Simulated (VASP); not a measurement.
A run of VASP 6.6.1:

The input INCAR:

```
SYSTEM = LiBe4
  ALGO = Normal
  EDIFF = 1E-6
  ENCUT = 750
  GGA = PE
  GGA_COMPAT = .FALSE.
  ISIF = 2
  ISMEAR = 0
  LASPH = .TRUE.
  LCHARG = .FALSE.
  LREAL = .FALSE.
  LWAVE = .FALSE.
  NBANDS = 14
  NELM = 120
  PREC = Accurate
  SIGMA = 0.2
```

File KPOINTS:

```
k-points
0
G
  5 5 5
  0 0 0
```

The input POSCAR:

```
LiBe4
1.0
   -2.4502028001      2.4502028001      2.4502028001
    2.4502028001     -2.4502028001      2.4502028001
    2.4502028001      2.4502028001     -2.4502028001
Li Be
1 4
Direct
    0.0000000000      0.0000000000      0.0000000000
    0.0000000000      0.0000000000      0.5000000000
    0.0000000000      0.5000000000      0.0000000000
    0.5000000000      0.0000000000      0.0000000000
    0.5000000000      0.5000000000      0.5000000000
```

Potentials or basis: VASP PAW PBE potentials, release 64 (Li_sv, Be).

Launch:

```sh
$ cat potpaw_PBE.64/Li_sv/POTCAR potpaw_PBE.64/Be/POTCAR > POTCAR
$ mpirun -np 1 vasp_std > vasp.out
```

Hardware: 1 thread of Intel Xeon 8259CL, with other jobs on the host.

Problem. How long does it take, and how much memory?

Solution. Run time: 21 s on 1 thread of Intel Xeon 8259CL (shared host), peak memory 0.23 GiB. Counts: scf iterations 12, k points 10.
